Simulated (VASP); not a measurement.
Runs of VASP 6.6.1 on Hg. The structure is that of space group Pm-3m (No. 221), or close to it. The cells are those of the table. 

| task | potentials or basis | cell | k mesh | cutoff (eV) | second run | gap on the mesh (eV) | pressure (GPa) | relaxed volume (Å³/atom) |
| --- | --- | --- | --- | --- | --- | --- | --- | --- |
| single point | VASP PAW PBE potentials, release 64 (Hg) | a = 4.661 Å, 1 atom | 7 × 7 × 7 | 520 | - | 3.67 | 0.0 | - |
| single point | VASP PAW PBE potentials, release 64 (Hg) | a = 4.731 Å, 1 atom | 7 × 7 × 7 | 520 | - | 3.75 | 0.0 | - |
| relaxation of cell and atoms | VASP PAW PBE potentials, release 64 (Hg) | relaxed from a = 2.921 Å, 1 atom | 11 × 11 × 11 | 600 | - | 3.40 | 0.0 | 94.51 |
| single point | VASP PAW PBE potentials, release 64 (Hg) | a = 5.051 Å, 1 atom | 7 × 7 × 7 | 520 | - | 4.08 | 0.0 | - |
| relaxation of cell and atoms | VASP PAW PBE potentials, release 64 (Hg_sv_GW) | relaxed from a = 2.921 Å, 1 atom | 11 × 11 × 11 | 500 | valence_matched | (c) | 0.0 | (a) |
| single point | VASP PAW PBE potentials, release 64 (Hg) | a = 4.864 Å, 1 atom | 7 × 7 × 7 | 520 | - | (b) | 0.0 | - |

Alike in all rows: level RPBE; no spin polarisation; smearing fermi-dirac 0.1 eV.

Q: Fill in the values left out.

A: (a) 29.77; (b) 3.90; (c) none.

Caveats: the PAW data sets were made with another functional, which shifts forces and pressure a little; spin-orbit coupling is left out, which moves the levels of the heavy elements; the volume moved by over 15 % at a fixed basis, so the end points are rough (some runs).

A k mesh can miss the band edges, and the runs leave out spin-orbit coupling on Hg.

The runs don't all hold the same shells in valence.
